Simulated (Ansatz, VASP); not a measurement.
# Bi2Se3 in VASP and in Ansatz

```xyz
5
Lattice="2.0814 1.2017 10.0586 -2.0814 1.2017 10.0586 0.0000 -2.4034 10.0586" Properties=species:S:1:pos:R:3 pbc="T T T"
Bi    0.0000    0.0000   11.9999
Bi    0.0000    0.0000   18.1758
Se    0.0000    0.0000    0.0000
Se    0.0000    0.0000    6.5673
Se    0.0000    0.0000   23.6085
```

Alike in both runs: functional r2SCAN; k mesh 6 × 6 × 6; occupations gaussian, width 0.02 eV; no spin polarisation.

Ansatz relaxed the structure, and its values are those at the end. VASP's run is a single point on that final structure, the one shown.

```csv
,VASP,Ansatz
version,VASP 6.6.1,Ansatz 0.2.0
potentials or method,"VASP PAW PBE potentials, release 64 (Bi_d, Se), cutoff 520 eV","scalar-relativistic, plane waves, PAW"
valence electrons in the cell,48,78
```

|  | VASP | Ansatz | Ansatz less VASP |
| --- | --- | --- | --- |
| gap on the k mesh at the Fermi level (eV) | 0.82 | 0.82 | +0.003 |
| least direct gap on the mesh (eV) | 0.82 | 0.82 | +0.003 |
| pressure (GPa) | 0.0 | 0.0 | -0.01 |
| rms of the force components (eV/Å) | 0.006 | 0.001 | -0.0054 |

VASP's potentials were made for PBE, not for r2SCAN. The functional is the same, so the differences come from potentials, cutoffs and numerics. VASP's potentials hold 48 valence electrons a cell and Ansatz's 78, so a difference there can come from the potentials and not from the codes.

Spin-orbit coupling is off throughout.
